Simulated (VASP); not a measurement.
# MnS (F-43m) in VASP: a series of runs

The runs below take MnS through single point, with PBEsol+U.

All numbers are computed with VASP 6.6.1; they aren't measurements. Logs are shortened: lines on timing, memory, paths and dates and some standing lists are left out, and cuts for length are marked.

### Step 1. The cell of the first run

It takes space group F-43m (No. 216, cubic). Conventional cell: a = 5.590 Å, b = 5.590 Å, c = 5.590 Å, α = 90.00°, β = 90.00°, γ = 90.00°. Mn (site symmetry -43m) has 4 S at 2.42 Å within 3.2 Å. S (site symmetry -43m) has 4 Mn at 2.42 Å within 3.2 Å.

### Step 2. Single point, PBEsol+U, collinear spin, ferromagnetic start

File INCAR:

```
SYSTEM = MnS
PREC = Accurate
ENCUT = 500
EDIFF = 1E-6
ISMEAR = -1
SIGMA = 0.1
LREAL = .False.
LASPH = .True.
NELM = 200
ALGO = Normal
ISIF = 2
LWAVE = .False.
LCHARG = .False.
ISPIN = 2
MAGMOM = 4.5 0
LORBIT = 11
LMAXMIX = 4
LDAU = .True.
LDAUTYPE = 2
LDAUL = 2 -1
LDAUU = 3.9 0
LDAUJ = 0 0
LDAUPRINT = 1
GGA = PS
NBANDS = 20
GGA_COMPAT = .False.
```

File KPOINTS:

```
Automatic mesh
0
Gamma
  6 6 6
  0 0 0
```

File POSCAR:

```
MnS
1.0
    0.0000000000      2.7950000000      2.7950000000
    2.7950000000      0.0000000000      2.7950000000
    2.7950000000      2.7950000000      0.0000000000
Mn S
1 1
Direct
    0.0000000000      0.0000000000      0.0000000000
    0.7500000000      0.7500000000      0.7500000000
```

Potentials or basis: VASP PAW PBE potentials, release 64 (Mn_pv, S).

Started as:

```sh
$ cat potpaw_PBE.64/Mn_pv/POTCAR potpaw_PBE.64/S/POTCAR > POTCAR
$ mpirun -np 1 vasp_std > vasp.out
```

OUTCAR:

```text
SYSTEM = MnS
   PREC = Accurate
   ENCUT = 500
   EDIFF = 1E-6
   ISMEAR = -1
   LREAL = .False.
   LASPH = .True.
   NELM = 200
   ISIF = 2
   ISPIN = 2
   LORBIT = 11
   GGA = PS

 ion  position               nearest neighbor table
   1  0.000  0.000  0.000-   2 2.42   2 2.42   2 2.42   2 2.42
   2  0.750  0.750  0.750-   1 2.42   1 2.42   1 2.42   1 2.42

  LATTYP: Found a face centered cubic cell.
 ALAT       =     5.5900000000

  Lattice vectors:

 A1 = (   0.0000000000,   2.7950000000,   2.7950000000)
 A2 = (   2.7950000000,   0.0000000000,   2.7950000000)
 A3 = (   2.7950000000,   2.7950000000,   0.0000000000)

Analysis of symmetry for initial positions (statically):
=====================================================================
 Subroutine PRICEL returns:
 Original cell was already a primitive cell.

 Routine SETGRP: Setting up the symmetry group for a
 face centered cubic supercell.

 Subroutine GETGRP returns: Found 24 space group operations
 (whereof 24 operations were pure point group operations)
 out of a pool of 48 trial point group operations.

The static configuration has the point symmetry T_d .

Analysis of symmetry for dynamics (positions and initial velocities):
=====================================================================
 Subroutine PRICEL returns:
 Original cell was already a primitive cell.

 Routine SETGRP: Setting up the symmetry group for a
 face centered cubic supercell.

 Subroutine GETGRP returns: Found 24 space group operations
 (whereof 24 operations were pure point group operations)
 out of a pool of 48 trial point group operations.

The dynamic configuration has the point symmetry T_d .

Analysis of structural, dynamic, and magnetic symmetry:
=====================================================================
 Subroutine PRICEL returns:
 Original cell was already a primitive cell.

 Routine SETGRP: Setting up the symmetry group for a
 face centered cubic supercell.

 Subroutine GETGRP returns: Found 24 space group operations
 (whereof 24 operations were pure point group operations)
 out of a pool of 48 trial point group operations.

The overall configuration has the point symmetry T_d .

 Subroutine INISYM returns: Found 24 space group operations
 (whereof 24 operations are pure point group operations),
 and found     1 'primitive' translations

----------------------------------------------------------------------------------------

                                     Primitive cell

  volume of cell :      43.6692

  direct lattice vectors                    reciprocal lattice vectors
     0.000000000  2.795000000  2.795000000    -0.178890877  0.178890877  0.178890877
     2.795000000  0.000000000  2.795000000     0.178890877 -0.178890877  0.178890877
     2.795000000  2.795000000  0.000000000     0.178890877  0.178890877 -0.178890877

  length of vectors
     3.952726907  3.952726907  3.952726907     0.309848087  0.309848087  0.309848087

  position of ions in fractional coordinates (direct lattice)
     0.000000000  0.000000000  0.000000000
     0.750000000  0.750000000  0.750000000

  ion indices of the primitive-cell ions
   primitive index   ion index
                 1           1
                 2           2

----------------------------------------------------------------------------------------

 KPOINTS: Automatic mesh

Automatic generation of k-mesh.
 Grid dimensions read from file:
 generate k-points for:    6    6    6

 Generating k-lattice:

  Cartesian coordinates                     Fractional coordinates (reciprocal lattice)
    -0.029815146  0.029815146  0.029815146     0.166666667  0.000000000  0.000000000
     0.029815146 -0.029815146  0.029815146     0.000000000  0.166666667  0.000000000
     0.029815146  0.029815146 -0.029815146     0.000000000  0.000000000  0.166666667

  Length of vectors
     0.051641348  0.051641348  0.051641348

  Shift w.r.t. Gamma in fractional coordinates (k-lattice)
     0.000000000  0.000000000  0.000000000

 Subroutine IBZKPT returns following result:
 ===========================================

 Found     16 irreducible k-points:

 Following reciprocal coordinates:
            Coordinates               Weight
  0.000000  0.000000  0.000000      1.000000
  0.166667  0.000000  0.000000      8.000000
  0.333333  0.000000  0.000000      8.000000
  0.500000  0.000000  0.000000      4.000000
  0.166667  0.166667  0.000000      6.000000
  0.333333  0.166667  0.000000     24.000000
[... 8 lines left out ...]
 -0.333333  0.333333  0.166667     24.000000
 -0.333333  0.500000  0.166667     12.000000
   k-points           NKPTS =     16   k-points in BZ     NKDIM =     16   number of bands    NBANDS=     20
   number of dos      NEDOS =    301   number of ions     NIONS =      2
   total plane-waves  NPLWV =  27000
   dimension x,y,z NGX =    30 NGY =   30 NGZ =   30
   dimension x,y,z NGXF=    60 NGYF=   60 NGZF=   60
   ions per type =               1   1
   NGX,Y,Z   is equivalent  to a cutoff of  12.62, 12.62, 12.62 a.u.
   NGXF,Y,Z  is equivalent  to a cutoff of  25.24, 25.24, 25.24 a.u.
 SYSTEM =  MnS
   PREC   = accura    normal or accurate (medium, high low for compatibility)
   ISTART =      0    job   : 0-new  1-cont  2-samecut
   ICHARG =      2    charge: 1-file 2-atom 10-const
   ISPIN  =      2    spin polarized calculation?
   LNONCOLLINEAR =      F non collinear calculations
   LSORBIT =      F    spin-orbit coupling
   LASPH  =      T    aspherical Exc in radial PAW
   ENCUT  =  500.0 eV  36.75 Ry    6.06 a.u.   7.21  7.21  7.21*2*pi/ulx,y,z
   NELM   =    200;   NELMIN=  2; NELMDL= -5     # of ELM steps
   EDIFF  = 0.1E-05   stopping-criterion for ELM
   LREAL  =      F    real-space projection
   EDIFFG = 0.1E-04   stopping-criterion for IOM
   NSW    =      0    number of steps for IOM
   IBRION =     -1    ionic relax: 0-MD 1-quasi-New 2-CG
   NFREE  =      0    steps in history (QN), initial steepest desc. (CG)
   ISIF   =      2    stress and relaxation
   ISYM   =      2    0-nonsym 1-usesym 2-fastsym
   POTIM  = 0.5000    time-step for ionic-motion
   TEBEG  =    0.0;   TEEND  =   0.0 temperature during run
   PSTRESS=    0.0 pullay stress
   NELECT =      19.0000    total number of electrons
   NUPDOWN=      -1.0000    fix difference up-down
   EMIN   =  10.00;   EMAX   =-10.00  energy-range for DOS
   EFERMI =   0.00;   METHOD = LEGACY
   ISMEAR =    -1;   SIGMA  =   0.10  broadening in eV -4-tet -1-fermi 0-gaus
   EFERMI_NEDOS =   21; number of points for ismear=-14 and -15
   IALGO  =     38    algorithm
   IMIX   =      4    mixing-type and parameters
     AMIX     =   0.40;   BMIX     =  1.00
     AMIX_MAG =   1.60;   BMIX_MAG =  1.00
  volume/ion in A,a.u.               =      21.83       147.35
  Fermi-wavevector in a.u.,A,eV,Ry     =   1.240512  2.344227 20.937590  1.538869
  Thomas-Fermi vector in A             =   2.374949
   LORBIT       =     11    0 simple, 1 ext, 2 COOP (PROOUT), +10 PAW based schemes
 LDA+U is selected, type is set to LDAUTYPE =  2
   angular momentum for each species LDAUL =     2   -1
   U (eV)           for each species LDAUU =   3.9  0.0
   J (eV)           for each species LDAUJ =   0.0  0.0
   GGA     = PS    functional components
   LHFCALC =     F    Hartree Fock is set to
   AEXX    =    0.0000 exact exchange contribution
   IVDW    =     0    specifies the selected vdW correction
   LEPSILON=     F    determine dielectric tensor
   LRPA    =     F    only Hartree local field effects (RPA)
 spin polarized calculation
  energy-cutoff  :      500.00
  volume of cell :       43.67
 maximum number of plane-waves:      1125
 NGX is ok and might be reduce to    30
   NGX = 15   NGY = 15   NGZ = 15

atom =   1  type =  1  l = 2

 onsite density matrix

spin component  1

  0.9385  0.0000  0.0000 -0.0000  0.0000
  0.0000  0.9385  0.0000  0.0000  0.0000
  0.0000  0.0000  0.9317  0.0000 -0.0000
 -0.0000  0.0000  0.0000  0.9385  0.0000
  0.0000  0.0000 -0.0000  0.0000  0.9317

spin component  2

  0.0610 -0.0000  0.0000  0.0000 -0.0000
 -0.0000  0.0610 -0.0000  0.0000  0.0000
  0.0000 -0.0000  0.0172 -0.0000  0.0000
  0.0000  0.0000 -0.0000  0.0610  0.0000
 -0.0000  0.0000  0.0000  0.0000  0.0172

 occupancies and eigenvectors

  o =  0.0172  v =  0.0000  0.0000  0.0000  0.0000  0.0000  0.0000 -0.0000 -0.3043 -0.0000  0.9526      0.0000  0.0000  0.0000  0.0000  0.0000  0.0000  0.0000  0.0000  0.0000  0.0000
  o =  0.0172  v =  0.0000  0.0000  0.0000  0.0000  0.0000 -0.0000  0.0000  0.9526  0.0000  0.3043      0.0000  0.0000  0.0000  0.0000  0.0000  0.0000  0.0000  0.0000  0.0000  0.0000
  o =  0.0610  v =  0.0000  0.0000  0.0000  0.0000  0.0000  0.0151  0.9999 -0.0000 -0.0041  0.0000      0.0000  0.0000  0.0000  0.0000  0.0000  0.0000  0.0000  0.0000  0.0000  0.0000
  o =  0.0610  v =  0.0000  0.0000  0.0000  0.0000  0.0000 -0.0097  0.0043 -0.0000  0.9999  0.0000      0.0000  0.0000  0.0000  0.0000  0.0000  0.0000  0.0000  0.0000  0.0000  0.0000
  o =  0.0610  v =  0.0000  0.0000  0.0000  0.0000  0.0000 -0.9998  0.0151 -0.0000 -0.0098  0.0000      0.0000  0.0000  0.0000  0.0000  0.0000  0.0000  0.0000  0.0000  0.0000  0.0000
  o =  0.9317  v =  0.0000 -0.0000  0.5078 -0.0000  0.8615  0.0000  0.0000  0.0000  0.0000  0.0000      0.0000  0.0000  0.0000  0.0000  0.0000  0.0000  0.0000  0.0000  0.0000  0.0000
  o =  0.9317  v =  0.0000  0.0000 -0.8615  0.0000  0.5078  0.0000  0.0000  0.0000  0.0000  0.0000      0.0000  0.0000  0.0000  0.0000  0.0000  0.0000  0.0000  0.0000  0.0000  0.0000
  o =  0.9385  v =  1.0000  0.0000  0.0000  0.0000  0.0000  0.0000  0.0000  0.0000  0.0000  0.0000      0.0000  0.0000  0.0000  0.0000  0.0000  0.0000  0.0000  0.0000  0.0000  0.0000
  o =  0.9385  v =  0.0000  0.0431  0.0000  0.9991  0.0000  0.0000  0.0000  0.0000  0.0000  0.0000      0.0000  0.0000  0.0000  0.0000  0.0000  0.0000  0.0000  0.0000  0.0000  0.0000
  o =  0.9385  v =  0.0000  0.9991  0.0000 -0.0431  0.0000  0.0000  0.0000  0.0000  0.0000  0.0000      0.0000  0.0000  0.0000  0.0000  0.0000  0.0000  0.0000  0.0000  0.0000  0.0000

 number of electron      18.9999987 magnetization       4.9996581

 Free energy of the ion-electron system (eV)
  ---------------------------------------------------
  ext. energy  EPLUGINS =         0.00000000
  ---------------------------------------------------
  free energy    TOTEN  =       -13.59269517 eV

  energy without entropy =      -13.59244325  energy(sigma->0) =      -13.59256921

 E-fermi :   4.6834     XC(G=0):  -9.5162

 val. band max:        4.2100408548   @ k =   0.0000   0.0000   0.0000
 cond. band min:       5.1773815550   @ k =   0.5000   0.5000   0.0000
 fundamental gap:      0.9673407003
 Fermi energy:         4.6834256431

 spin component 1

 k-point     1 :       0.0000    0.0000    0.0000
  band No.  band energies     occupation
      1     -46.2578      1.00000
      2     -46.2578      1.00000
      3     -46.2578      1.00000
      4      -9.2835      1.00000
      5      -1.5279      1.00000
      6      -1.5279      1.00000
[... 12 lines left out ...]
     19      16.3080      0.00000
     20      16.8797      0.00000
[... 323 lines left out ...]
 k-point    16 :      -0.3333    0.5000    0.1667
  band No.  band energies     occupation
      1     -46.2608      1.00000
      2     -46.2596      1.00000
      3     -46.2592      1.00000
      4      -8.3879      1.00000
      5      -1.5880      1.00000
      6      -0.8636      1.00000
[... 12 lines left out ...]
     19      17.2261      0.00000
     20      17.5713      0.00000
 Fermi energy:         4.6834256431

 spin component 2

 k-point     1 :       0.0000    0.0000    0.0000
  band No.  band energies     occupation
      1     -41.4747      1.00000
      2     -41.4747      1.00000
      3     -41.4747      1.00000
      4      -9.0191      1.00000
      5       1.6175      1.00000
      6       1.6175      1.00000
[... 12 lines left out ...]
     19      17.1863      0.00000
     20      18.0737      0.00000
[... 323 lines left out ...]
 k-point    16 :      -0.3333    0.5000    0.1667
  band No.  band energies     occupation
      1     -41.4792      1.00000
      2     -41.4774      1.00000
      3     -41.4768      1.00000
      4      -8.0908      1.00000
      5      -0.1493      1.00000
      6       0.7399      1.00000
[... 12 lines left out ...]
     19      18.0346      0.00000
     20      18.2344      0.00000

------------------------ aborting loop because EDIFF is reached ----------------------------------------

  FORCE on cell =-STRESS in cart. coord.  units (eV):
  Direction    XX          YY          ZZ          XY          YZ          ZX
  --------------------------------------------------------------------------------------
  -------------------------------------------------------------------------------------
  Total        0.7481047      0.7481047      0.7481047      0.0000000      0.0000000      0.0000000
  in kB       27.4471658     27.4471658     27.4471658      0.0000000      0.0000000      0.0000000
  external PRESSURE =      27.4471658 kB  Pullay stress =       0.0000000 kB

 VOLUME and BASIS-vectors are now :
 -----------------------------------------------------------------------------
  energy-cutoff  :      500.00
  volume of cell :       43.67
      direct lattice vectors                 reciprocal lattice vectors
     0.000000000  2.795000000  2.795000000    -0.178890877  0.178890877  0.178890877
     2.795000000  0.000000000  2.795000000     0.178890877 -0.178890877  0.178890877
     2.795000000  2.795000000  0.000000000     0.178890877  0.178890877 -0.178890877

 POSITION                                       TOTAL-FORCE (eV/Angst)
 -----------------------------------------------------------------------------------
      0.00000      0.00000      0.00000         0.000000     -0.000000     -0.000000
      4.19250      4.19250      4.19250         0.000000      0.000000      0.000000
 -----------------------------------------------------------------------------------
    total drift:                               -0.000000     -0.000000     -0.000000

  FREE ENERGIE OF THE ION-ELECTRON SYSTEM (eV)
  ---------------------------------------------------
  free  energy   TOTEN  =       -13.5926951692 eV

  energy  without entropy=      -13.5924432544  energy(sigma->0) =      -13.59256921

 total charge

# of ion       s       p       d       tot
------------------------------------------
    1        0.270   6.226   4.878  11.374
    2        1.307   2.467   0.000   3.773
--------------------------------------------------
tot          1.577   8.693   4.878  15.147

 magnetization (x)

# of ion       s       p       d       tot
------------------------------------------
    1        0.047   0.062   4.451   4.560
    2        0.005   0.022   0.000   0.027
--------------------------------------------------
tot          0.053   0.084   4.451   4.588
```

Run time: 61 s. Hardware: 1 thread of Intel Xeon 8259CL, shared host; peak memory 0.19 GiB.

What came out:

```yaml
Free_energy: -13.5927 eV
Pressure: 2.7 GPa
Band_gap_on_the_k_mesh: 0.97 eV (least direct gap 1.18 eV)
Net_moment: 5.00 μB per cell
Site_moments: Mn +4.56; S +0.03 μB
Valence_electrons_inside_the_program's_atomic_spheres: Mn 11.37; S 3.77
```

Levels at points of the mesh, in eV from the valence-band top:
Spin up:
| k point | band 8 | band 9 | band 10 | band 11 | band 12 | band 13 | band 14 | band 15 | band 16 | band 17 |
| --- | --- | --- | --- | --- | --- | --- | --- | --- | --- | --- |
| (0.00, 0.00, 0.00) | -4.59 | -4.59 | 0.00 | 0.00 | 0.00 | 1.18 | 6.08 | 6.08 | 6.08 | 10.74 |
| (0.50, 0.00, 0.00) | -4.51 | -4.51 | -4.25 | -0.97 | -0.97 | 3.12 | 6.38 | 6.38 | 7.00 | 11.12 |
| (0.50, 0.50, 0.00) | -4.45 | -4.41 | -3.60 | -2.48 | -2.48 | 2.65 | 4.36 | 9.37 | 10.97 | 10.97 |
Spin down:
```tsv
k point	band 5	band 6	band 7	band 8	band 9	band 10
(0.00, 0.00, 0.00)	-2.59	-2.59	-2.59	2.11	2.67	2.67
(0.50, 0.00, 0.00)	-4.89	-2.61	-2.61	2.43	2.79	2.79
(0.50, 0.50, 0.00)	-4.72	-2.90	-2.90	0.97	2.24	3.11
```

Eigenvalues of the final occupation matrices:
| site | spin | trace | eigenvalues |
| --- | --- | --- | --- |
| site 1 d | 1 | 4.68 | 0.93 0.93 0.94 0.94 0.94 |
| site 1 d | 2 | 0.22 | 0.02 0.02 0.06 0.06 0.06 |

Caveat: the PAW data sets were made with another functional, which shifts forces and pressure a little; a cell with one magnetic atom can't hold antiferromagnetic order, which such compounds often take. A k mesh can miss the band edges.

(Part 1 of 2 ends here.)
